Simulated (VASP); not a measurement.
The system is Si3P4.

```
CELL_PARAMETERS angstrom
-3.16513 3.16513 5.18389
3.16513 -3.16513 5.18389
3.16513 3.16513 -5.18389
ATOMIC_POSITIONS crystal
Si 0.00000 0.00000 0.00000
Si 0.75000 0.25000 0.50000
Si 0.87500 0.62500 0.25000
Si 0.37500 0.62500 0.25000
Si 0.37500 0.62500 0.75000
Si 0.37500 0.12500 0.75000
P 0.60610 0.38390 0.22220
P 0.13390 0.41170 0.27780
P 0.16170 0.38390 0.77780
P 0.13390 0.85610 0.72220
P 0.14390 0.86610 0.27780
P 0.61610 0.39390 0.77780
P 0.58830 0.86610 0.72220
P 0.61610 0.83830 0.22220
```

The cell was generated, and may not be a known phase.

- Program: VASP 6.6.1
- Task: relaxation of cell and atoms
- Functional: PBE
- Potentials or basis: VASP PAW PBE potentials, release 64 (Si, P)
- Cutoff: 500 eV
- k mesh: 4 × 4 × 4
- Occupations: gaussian, width 0.1 eV
- Spin: no spin polarisation

At the start: pressure 30.0 GPa; volume 14.84 Å³/atom.

How do energy, volume and symmetry change on relaxing?

Over 15 steps the energy falls by 399.4 meV/atom and the volume is 17.24 Å³/atom (+16.2 %); space group I4_1/amd (No. 141, to 0.1 Å) before, Fd-3m (No. 227, to 0.1 Å).

The path:
```
step  energy change (eV)  largest force (eV/Å)  pressure (GPa)  volume (Å³)
   1              0.0000                3.8478           30.01       207.73
   2             -1.4837                1.4831          -13.06       300.00
   3             -5.3223                0.6513           -2.65       247.65
   4             -5.3385                0.6048           -1.90       245.90
   5             -5.3420                0.5771           -1.36       244.70
   6             -5.5442                0.1990            0.08       241.01
   7             -5.5631                0.0845            0.80       239.57
   8             -5.5719                0.1035           -0.25       242.11
   9             -5.5719                0.1022           -0.20       241.98
  10             -5.5762                0.0843           -0.14       241.94
  11             -5.5828                0.1137            0.04       241.82
  12             -5.5867                0.0664           -0.03       241.89
  13             -5.5901                0.0524           -0.19       242.06
  14             -5.5901                0.0419           -0.18       242.04
  15             -5.5910                0.0286            0.10       241.41
```

Final structure:
```xyz
14
Lattice="-3.4913 3.4913 4.9515 3.4913 -3.4913 4.9515 3.4913 3.4913 -4.9515" Properties=species:S:1:pos:R:3 pbc="T T T"
Si    0.0000    0.0000    0.0000
Si    0.0000    3.4913    2.4757
Si    0.0000    1.7456    6.1893
Si    1.7456    0.0000    3.7136
Si    3.4913    1.7456    1.2379
Si    1.7456    3.4913   -1.2379
P     0.0000    1.6174    3.8103
P     1.8739    0.0000    1.3346
P     3.4913    1.8739   -1.1411
P     5.1086    0.0000    1.3346
P     3.4913   -1.6174    3.6169
P     1.8739    3.4913    1.1411
P     3.4913    1.6174    3.6169
P     1.6174    0.0000    6.0926
```

Caveat: the volume moved by over 15 % at a fixed basis, so the end points are rough.
